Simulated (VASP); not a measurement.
# Mg2C3 (C2/m) in VASP: further runs

The runs below take Mg2C3 through single point, relaxation of shape and atoms at fixed volume, with PBEsol.

Program: VASP 6.6.1. These are calculated values, not measurements. Logs are shortened: lines on timing, memory, paths and dates and some standing lists are left out, and cuts for length are marked.

## 1. The cell of the first run

Symmetry: C2/m, No. 12, monoclinic system. Conventional cell: a = 4.942 Å, b = 4.827 Å, c = 5.155 Å, α = 90.00°, β = 105.29°, γ = 90.00°. Mg (site symmetry m) has 9 C at 2.28 to 2.99 Å within 3.0 Å. Within 1.8 Å of C (site symmetry m) lie 1 C at 1.34 Å. Within 1.8 Å of C (site symmetry 2/m) lie 2 C at 1.34 Å.

## 2. Single point, PBEsol (volume scaled by 1.10, then relaxed in part)

File INCAR:

```
PREC     = Accurate       # precision mode
ENCUT    = 520            # plane-wave cutoff, eV
EDIFF    = 1E-6           # SCF threshold, eV
ISMEAR   = 0              # smearing method
SIGMA    = 0.02           # smearing width, eV
LREAL    = False          # projectors in reciprocal space
LASPH    = True           # aspherical terms in the spheres
NELM     = 100            # most SCF steps
ALGO     = Normal         # electronic algorithm
ISIF     = 2              # what is computed and relaxed
LWAVE    = False          # write WAVECAR
LCHARG   = False          # write CHGCAR
GGA      = PS             # functional
NBANDS   = 16             # bands
```

File KPOINTS:

```
regular mesh
0
Gamma
  8 8 6
```

File POSCAR:

```
Mg2C3
1.0
    2.4710665979     -2.4136011457     -0.0257598534
    2.4710665979      2.4136011457     -0.0257598534
   -1.3071339740      0.0000000000      4.9864787236
Mg C
2 3
Direct
    0.8111642465      0.8111642465      0.1946510246
    0.1888357535      0.1888357535      0.8053489754
    0.3052313376      0.3052313376      0.2638455416
    0.6947686624      0.6947686624      0.7361544584
    0.5000000000      0.5000000000      0.5000000000
```

Potentials or basis: VASP PAW PBE potentials, release 64 (Mg, C).

The run is started by

```
cat potpaw_PBE.64/Mg/POTCAR potpaw_PBE.64/C/POTCAR > POTCAR
mpirun -np 1 vasp_std > vasp.out
```

OUTCAR:

```text
PREC = Accurate
   ENCUT = 520
   EDIFF = 1E-6
   ISMEAR = 0
   LREAL = False
   LASPH = True
   NELM = 100
   ISIF = 2
   GGA = PS

 ion  position               nearest neighbor table
   1  0.811  0.811  0.195-   4 2.28   3 2.37   3 2.44   3 2.44   5 2.47   3 2.62   2 3.08   2 3.09
                             2 3.09   2 3.20   2 3.21
   2  0.189  0.189  0.805-   3 2.28   4 2.37   4 2.44   4 2.44   5 2.47   4 2.62   1 3.08   1 3.09
                             1 3.09   1 3.20   1 3.21
   3  0.305  0.305  0.264-   5 1.34   2 2.28   1 2.37   1 2.44   1 2.44   1 2.62
   4  0.695  0.695  0.736-   5 1.34   1 2.28   2 2.37   2 2.44   2 2.44   2 2.62
   5  0.500  0.500  0.500-   3 1.34   4 1.34   1 2.47   2 2.47

  LATTYP: Found a base centered monoclinic cell.
 ALAT       =     4.9424017244
 B/A-ratio  =     0.9766916088
 C/A-ratio  =     1.0430062318
 COS(beta)  =    -0.2636379777

  Lattice vectors:

 A1 = (   2.4710665979,  -2.4136011457,  -0.0257598534)
 A2 = (   2.4710665979,   2.4136011457,  -0.0257598534)
 A3 = (  -1.3071339740,   0.0000000000,   4.9864787236)

Analysis of symmetry for initial positions (statically):
=====================================================================
 Subroutine PRICEL returns:
 Original cell was already a primitive cell.

 Routine SETGRP: Setting up the symmetry group for a
 base centered monoclinic supercell.

 Subroutine GETGRP returns: Found  4 space group operations
 (whereof  4 operations were pure point group operations)
 out of a pool of  4 trial point group operations.

The static configuration has the point symmetry C_2h.

Analysis of symmetry for dynamics (positions and initial velocities):
=====================================================================
 Subroutine PRICEL returns:
 Original cell was already a primitive cell.

 Routine SETGRP: Setting up the symmetry group for a
 base centered monoclinic supercell.

 Subroutine GETGRP returns: Found  4 space group operations
 (whereof  4 operations were pure point group operations)
 out of a pool of  4 trial point group operations.

The dynamic configuration has the point symmetry C_2h.

 Subroutine INISYM returns: Found  4 space group operations
 (whereof  4 operations are pure point group operations),
 and found     1 'primitive' translations

----------------------------------------------------------------------------------------

                                     Primitive cell

  volume of cell :      59.3179

  direct lattice vectors                    reciprocal lattice vectors
     2.471066598 -2.413601146 -0.025759853     0.202896220 -0.207159332  0.053186338
     2.471066598  2.413601146 -0.025759853     0.202896220  0.207159332  0.053186338
    -1.307133974  0.000000000  4.986478724     0.002096300  0.000000000  0.201091833

  length of vectors
     3.454316747  3.454316747  5.154955799     0.294806125  0.294806125  0.201102759

  position of ions in fractional coordinates (direct lattice)
     0.811164246  0.811164246  0.194651025
     0.188835754  0.188835754  0.805348975
     0.305231338  0.305231338  0.263845542
     0.694768662  0.694768662  0.736154458
     0.500000000  0.500000000  0.500000000

  ion indices of the primitive-cell ions
   primitive index   ion index
                 1           1
                 2           2
                 3           3
                 4           4
                 5           5

----------------------------------------------------------------------------------------

 KPOINTS: regular mesh

Automatic generation of k-mesh.
 Grid dimensions read from file:
 generate k-points for:    8    8    6

 Generating k-lattice:

  Cartesian coordinates                     Fractional coordinates (reciprocal lattice)
     0.025362028 -0.025894916  0.006648292     0.125000000  0.000000000  0.000000000
     0.025362028  0.025894916  0.006648292     0.000000000  0.125000000  0.000000000
     0.000349383  0.000000000  0.033515305     0.000000000  0.000000000  0.166666667

  Length of vectors
     0.036850766  0.036850766  0.033517126

  Shift w.r.t. Gamma in fractional coordinates (k-lattice)
     0.000000000  0.000000000  0.000000000

 Subroutine IBZKPT returns following result:
 ===========================================

 Found    114 irreducible k-points:

 Following reciprocal coordinates:
            Coordinates               Weight
  0.000000  0.000000  0.000000      1.000000
  0.125000 -0.000000  0.000000      4.000000
  0.250000 -0.000000  0.000000      4.000000
  0.375000 -0.000000  0.000000      4.000000
  0.500000 -0.000000  0.000000      2.000000
  0.125000  0.125000  0.000000      2.000000
[... 16 lines left out ...]
  0.125000 -0.000000  0.166667      4.000000
  0.250000 -0.000000  0.166667      4.000000
 [... further k-points ...]
   k-points           NKPTS =    114   k-points in BZ     NKDIM =    114   number of bands    NBANDS=     16
   number of dos      NEDOS =    301   number of ions     NIONS =      5
   total plane-waves  NPLWV =  31360
   dimension x,y,z NGX =    28 NGY =   28 NGZ =   40
   dimension x,y,z NGXF=    56 NGYF=   56 NGZF=   80
   ions per type =               2   3
   NGX,Y,Z   is equivalent  to a cutoff of  13.48, 13.48, 12.90 a.u.
   NGXF,Y,Z  is equivalent  to a cutoff of  26.95, 26.95, 25.80 a.u.
 SYSTEM =  unknown system
   PREC   = accura    normal or accurate (medium, high low for compatibility)
   ISTART =      0    job   : 0-new  1-cont  2-samecut
   ICHARG =      2    charge: 1-file 2-atom 10-const
   ISPIN  =      1    spin polarized calculation?
   LNONCOLLINEAR =      F non collinear calculations
   LSORBIT =      F    spin-orbit coupling
   LASPH  =      T    aspherical Exc in radial PAW
   ENCUT  =  520.0 eV  38.22 Ry    6.18 a.u.   6.42  6.42  9.58*2*pi/ulx,y,z
   NELM   =    100;   NELMIN=  2; NELMDL= -5     # of ELM steps
   EDIFF  = 0.1E-05   stopping-criterion for ELM
   LREAL  =      F    real-space projection
   EDIFFG = 0.1E-04   stopping-criterion for IOM
   NSW    =      0    number of steps for IOM
   IBRION =     -1    ionic relax: 0-MD 1-quasi-New 2-CG
   NFREE  =      0    steps in history (QN), initial steepest desc. (CG)
   ISIF   =      2    stress and relaxation
   ISYM   =      2    0-nonsym 1-usesym 2-fastsym
   POTIM  = 0.5000    time-step for ionic-motion
   TEBEG  =    0.0;   TEEND  =   0.0 temperature during run
   PSTRESS=    0.0 pullay stress
   NELECT =      16.0000    total number of electrons
   NUPDOWN=      -1.0000    fix difference up-down
   EMIN   =  10.00;   EMAX   =-10.00  energy-range for DOS
   EFERMI =   0.00;   METHOD = LEGACY
   ISMEAR =     0;   SIGMA  =   0.02  broadening in eV -4-tet -1-fermi 0-gaus
   EFERMI_NEDOS =   21; number of points for ismear=-14 and -15
   IALGO  =     38    algorithm
   IMIX   =      4    mixing-type and parameters
     AMIX     =   0.40;   BMIX     =  1.00
     AMIX_MAG =   1.60;   BMIX_MAG =  1.00
  volume/ion in A,a.u.               =      11.86        80.06
  Fermi-wavevector in a.u.,A,eV,Ry     =   1.057758  1.998873 15.222905  1.118852
  Thomas-Fermi vector in A             =   2.193043
   LORBIT       =      0    0 simple, 1 ext, 2 COOP (PROOUT), +10 PAW based schemes
   GGA     = PS    functional components
   LHFCALC =     F    Hartree Fock is set to
   AEXX    =    0.0000 exact exchange contribution
   IVDW    =     0    specifies the selected vdW correction
   LEPSILON=     F    determine dielectric tensor
   LRPA    =     F    only Hartree local field effects (RPA)
 non-spin polarized calculation
 Gauss-broadening in eV      SIGMA  =   0.02
  energy-cutoff  :      520.00
  volume of cell :       59.32
 maximum number of plane-waves:      1623
 NGX is ok and might be reduce to    28
   NGX = 13   NGY = 13   NGZ = 19

 number of electron      16.0000001 magnetization

 Free energy of the ion-electron system (eV)
  ---------------------------------------------------
  ext. energy  EPLUGINS =         0.00000000
  ---------------------------------------------------
  free energy    TOTEN  =       -31.18182635 eV

  energy without entropy =      -31.18182635  energy(sigma->0) =      -31.18182635

 E-fermi :   4.1696     XC(G=0): -10.1948

 val. band max:        4.0699561200   @ k =   0.0000   0.0000   0.5000
 cond. band min:       5.5182076240   @ k =   0.5000   0.5000   0.1667
 fundamental gap:      1.4482515040
 Fermi energy:         4.1696487974

 k-point     1 :       0.0000    0.0000    0.0000
  band No.  band energies     occupation
      1     -11.6624      2.00000
      2      -7.8900      2.00000
      3      -3.2613      2.00000
      4      -0.0106      2.00000
      5       0.6389      2.00000
      6       1.0169      2.00000
[... 8 lines left out ...]
     15      12.3930      0.00000
     16      13.6614      0.00000

 k-point     2 :       0.1250   -0.0000    0.0000
  band No.  band energies     occupation
      1     -11.5917      2.00000
      2      -7.8804      2.00000
      3      -3.1381      2.00000
      4      -0.3155      2.00000
      5       0.4063      2.00000
      6       0.9114      2.00000
[... 8 lines left out ...]
     15      12.0880      0.00000
     16      13.8207      0.00000

 k-point     3 :       0.2500   -0.0000    0.0000
  band No.  band energies     occupation
      1     -11.4090      2.00000
      2      -7.8665      2.00000
      3      -2.8308      2.00000
      4      -1.1035      2.00000
      5       0.2033      2.00000
      6       0.7941      2.00000
[... 8 lines left out ...]
     15      12.1819      0.00000
     16      13.8993      0.00000

 k-point     4 :       0.3750   -0.0000    0.0000
  band No.  band energies     occupation
      1     -11.2054      2.00000
      2      -7.8715      2.00000
      3      -2.6478      2.00000
      4      -1.4054      2.00000
      5      -0.1908      2.00000
      6       0.7810      2.00000
[... 8 lines left out ...]
     15      12.2283      0.00000
     16      13.4741      0.00000
[... 324 lines left out ...]
 k-point    22 :       0.0000    0.0000    0.1667
  band No.  band energies     occupation
      1     -11.6314      2.00000
      2      -8.0071      2.00000
      3      -3.0443      2.00000
      4      -0.0714      2.00000
      5       0.5921      2.00000
      6       0.8284      2.00000
[... 8 lines left out ...]
     15      12.1646      0.00000
     16      13.9544      0.00000

 k-point    23 :       0.1250   -0.0000    0.1667
  band No.  band energies     occupation
      1     -11.5506      2.00000
      2      -8.0382      2.00000
      3      -2.7254      2.00000
      4      -0.5489      2.00000
      5       0.2817      2.00000
      6       0.6256      2.00000
[... 8 lines left out ...]
     15      12.3508      0.00000
     16      14.3002      0.00000

 k-point    24 :       0.2500   -0.0000    0.1667
  band No.  band energies     occupation
      1     -11.3678      2.00000
      2      -8.0109      2.00000
      3      -2.2461      2.00000
      4      -1.4703      2.00000
      5      -0.1852      2.00000
      6       0.6016      2.00000
[... 8 lines left out ...]
     15      12.9012      0.00000
     16      13.7817      0.00000

 [... further k-points ...]
[... 5 lines left out ...]
  --------------------------------------------------------------------------------------
  -------------------------------------------------------------------------------------
  Total       -3.2552703     -3.2865451     -3.0928187      0.0000000      0.0000000      0.0898126
  in kB      -87.9249476    -88.7696805    -83.5371244      0.0000000      0.0000000      2.4258403
  external PRESSURE =     -86.7439175 kB  Pullay stress =       0.0000000 kB

 VOLUME and BASIS-vectors are now :
 -----------------------------------------------------------------------------
  energy-cutoff  :      520.00
  volume of cell :       59.32
      direct lattice vectors                 reciprocal lattice vectors
     2.471066598 -2.413601146 -0.025759853     0.202896220 -0.207159332  0.053186338
     2.471066598  2.413601146 -0.025759853     0.202896220  0.207159332  0.053186338
    -1.307133974  0.000000000  4.986478724     0.002096300  0.000000000  0.201091833

 POSITION                                       TOTAL-FORCE (eV/Angst)
 -----------------------------------------------------------------------------------
      3.75445      0.00000      0.92883         0.000134      0.000000     -0.011313
     -0.11945      0.00000      4.00613        -0.000134      0.000000      0.011313
      1.16361      0.00000      1.29993        -0.030544      0.000000     -0.063177
      2.47139      0.00000      3.63502         0.030544      0.000000      0.063177
      1.81750      0.00000      2.46748         0.000000     -0.000000      0.000000
 -----------------------------------------------------------------------------------
    total drift:                                0.000000      0.000000     -0.000000

  FREE ENERGIE OF THE ION-ELECTRON SYSTEM (eV)
  ---------------------------------------------------
  free  energy   TOTEN  =       -31.1818263492 eV

  energy  without entropy=      -31.1818263492  energy(sigma->0) =      -31.18182635
```

Run time: 1.7 min. Hardware: 1 thread of Intel Xeon 6975P-C, shared host; peak memory 0.25 GiB.

Results:

| Item | Value |
| --- | --- |
| Free energy | -31.1818 eV |
| Pressure | -8.7 GPa |
| Largest force | 0.070 eV/Å |
| Band gap on the k mesh | 1.45 eV, indirect (least direct gap 2.14 eV) |

Forces in eV/Å, atoms in the order of the input:
```
Mg   0.000  0.000 -0.011
Mg   0.000  0.000  0.011
C   -0.031  0.000 -0.063
C    0.031  0.000  0.063
C    0.000  0.000  0.000
```

Stress tensor (GPa, compression positive):
```
-8.79  0.00  0.24
 0.00 -8.88  0.00
 0.24  0.00 -8.35
```

Levels at points of the mesh, in eV from the valence-band top:
```
           k point  band 6  band 7  band 8  band 9  band 10  band 11
(0.00, 0.00, 0.00)   -3.05   -1.42   -0.69    2.57     3.23     4.08
(0.50, 0.00, 0.00)   -3.27   -3.10   -0.14    3.00     4.28     5.52
(0.50, 0.50, 0.00)   -3.76   -2.41   -1.18    1.55     1.55     2.83
(0.00, 0.00, 0.50)   -3.60   -1.00    0.00    3.10     3.24     3.44
(0.50, 0.00, 0.50)   -3.23   -1.40   -0.23    1.90     3.79     5.20
(0.50, 0.50, 0.50)   -3.95   -2.88   -2.00    1.88     2.83     5.24
```

Caveat: the cell differs from its parent crystal (volume scaled by 1.10, then relaxed in part); the PAW data sets were made with another functional, which shifts forces and pressure a little. A k mesh can miss the band edges.

## 3. Relaxation of shape and atoms at fixed volume, PBEsol (volume scaled by 0.88)

File INCAR:

```
  ALGO = Normal
  EDIFF = 1E-6
  EDIFFG = -0.01
  ENCUT = 600
  GGA = PS
  IBRION = 2
  ISIF = 4
  ISMEAR = 0
  LASPH = True
  LCHARG = False
  LREAL = False
  LWAVE = False
  NELM = 60
  NSW = 50
  PREC = Accurate
  SIGMA = 0.02
```

File KPOINTS:

```
k-points
0
Gamma
  8 8 6
```

File POSCAR:

```
Mg2C3
1.0
    2.3036900031     -2.2207503060      0.0235695747
    2.3036900031      2.2207503060      0.0235695747
   -1.1227776561      0.0000000000      4.6264164522
Mg C
2 3
Direct
    0.8083414704      0.8083414704      0.2029052848
    0.1916585296      0.1916585296      0.7970947152
    0.2958752137      0.2958752137      0.2611372304
    0.7041247863      0.7041247863      0.7388627696
    0.5000000000      0.5000000000      0.5000000000
```

Potentials or basis: VASP PAW PBE potentials, release 64 (Mg, C).

The run is started by

```
cat potpaw_PBE.64/Mg/POTCAR potpaw_PBE.64/C/POTCAR > POTCAR
mpirun -np 1 vasp_std > vasp.out
```

Wall time 6.6 min (1 thread of Intel Xeon 6975P-C, shared host); peak memory 0.24 GiB.

The run converged. Its results:

| Quantity | Value |
| --- | --- |
| Free energy | -31.0142 eV |
| Energy gained by relaxing | 1.7 meV/atom |
| Ionic steps | 17 |
| Pressure after relaxing | 18.4 GPa |
| Largest force after relaxing | 0.010 eV/Å |
| Band gap on the k mesh | 1.76 eV, indirect (least direct gap 2.74 eV) |

Forces on the atoms (eV/Å):
```
Mg   0.004  0.000 -0.001
Mg  -0.004  0.000  0.001
C   -0.009  0.000  0.003
C    0.009  0.000 -0.003
C    0.000  0.000  0.000
```

Step by step:
```
step  energy change (eV)  largest force (eV/Å)  pressure (GPa)  volume (Å³)
   1              0.0000                0.6995           20.00        47.45
   2              0.1011                2.4516           13.62        47.45
   3             -0.0080                0.0560           18.44        47.45
   4             -0.0081                0.0559           18.50        47.45
   5             -0.0080                0.0556           18.53        47.45
   6             -0.0083                0.0190           18.48        47.45
   7             -0.0083                0.0121           18.46        47.45
   8             -0.0084                0.0236           18.39        47.45
   9             -0.0084                0.0236           18.39        47.45
  10             -0.0084                0.0200           18.40        47.45
  11             -0.0084                0.0125           18.42        47.45
  12             -0.0084                0.0124           18.44        47.45
  13             -0.0084                0.0138           18.45        47.45
  14             -0.0084                0.0140           18.44        47.45
  15             -0.0084                0.0134           18.44        47.45
  16             -0.0084                0.0127           18.44        47.45
  17             -0.0084                0.0098           18.44        47.45
```

Final structure:
```
CELL_PARAMETERS angstrom
2.30487 -2.21779 0.03126
2.30487 2.21779 0.03126
-1.10786 0.00000 4.62670
ATOMIC_POSITIONS crystal
Mg 0.80838 0.80838 0.20397
Mg 0.19162 0.19162 0.79603
C 0.29466 0.29466 0.26027
C 0.70534 0.70534 0.73973
C 0.50000 0.50000 0.50000
```

Levels at points of the mesh, in eV from the valence-band top:
| k point | band 5 | band 6 | band 7 | band 8 | band 9 | band 10 | band 11 | band 12 |
| --- | --- | --- | --- | --- | --- | --- | --- | --- |
| (0.00, 0.00, 0.00) | -3.34 | -2.83 | -1.62 | -0.80 | 3.89 | 4.01 | 4.68 | 8.07 |
| (0.50, 0.00, 0.00) | -4.97 | -3.36 | -3.12 | -0.21 | 2.85 | 5.08 | 7.29 | 7.80 |
| (0.50, 0.50, 0.00) | -5.63 | -3.79 | -2.46 | -1.26 | 1.76 | 2.53 | 3.51 | 5.84 |
| (0.00, 0.00, 0.50) | -3.79 | -3.53 | -0.99 | -0.04 | 3.17 | 3.34 | 5.45 | 6.04 |
| (0.50, 0.00, 0.50) | -4.16 | -3.06 | -1.22 | -0.30 | 2.44 | 3.85 | 6.60 | 7.67 |
| (0.50, 0.50, 0.50) | -5.31 | -4.00 | -3.22 | -2.25 | 2.26 | 4.36 | 5.91 | 7.82 |

Caveat: the cell differs from its parent crystal (volume scaled by 0.88); the PAW data sets were made with another functional, which shifts forces and pressure a little. A k mesh can miss the band edges.
